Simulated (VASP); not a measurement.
HgTe: single point with r2SCAN

Crystal: HgTe.

```xyz
2
Lattice="-3.0456 3.0456 1.5594 3.0456 -3.0456 1.5594 3.0456 3.0456 -1.5594" Properties=species:S:1:pos:R:3 pbc="T T T"
Hg    3.0456    0.0000    0.7797
Te    0.0000    0.0000    0.0000
```

```yaml
Program: VASP 6.6.1
Task: single point
Functional: r2SCAN
Potentials_or_basis: VASP PAW PBE potentials, release 64 (Hg, Te)
Cutoff: 520 eV
k_mesh: 8 × 8 × 8
Occupations: fermi-dirac, width 0.05 eV
Spin: no spin polarisation
```

| Item | Value |
| --- | --- |
| Pressure | -1.4 GPa |
| Band gap on the k mesh | zero (bands 9 and 10 overlap by 3.08 eV) |

Stress tensor (GPa, compression positive):
```
-1.69  0.00  0.00
 0.00 -1.69  0.00
 0.00  0.00 -0.67
```

Levels at points of the mesh, in eV from the Fermi level:
```
           k point  band 7  band 8  band 9  band 10  band 11  band 12
(0.00, 0.00, 0.00)   -3.48   -2.67   -2.67     3.58     4.90     7.28
(0.50, 0.00, 0.00)   -4.89   -2.14   -1.29    -0.05     3.37     4.07
(0.50, 0.50, 0.00)   -6.41   -1.11    1.48     2.26     2.97     3.62
(0.50, 0.50, 0.50)   -4.55   -4.55   -4.53     3.23     7.64     8.51
```

Wall time 5.3 min on 1 thread of Intel Xeon 8259CL, with other jobs on the host, peak memory 0.25 GiB.

Caveat: the PAW data sets were made with another functional, which shifts forces and pressure a little; spin-orbit coupling is left out, which moves the levels of the heavy elements.
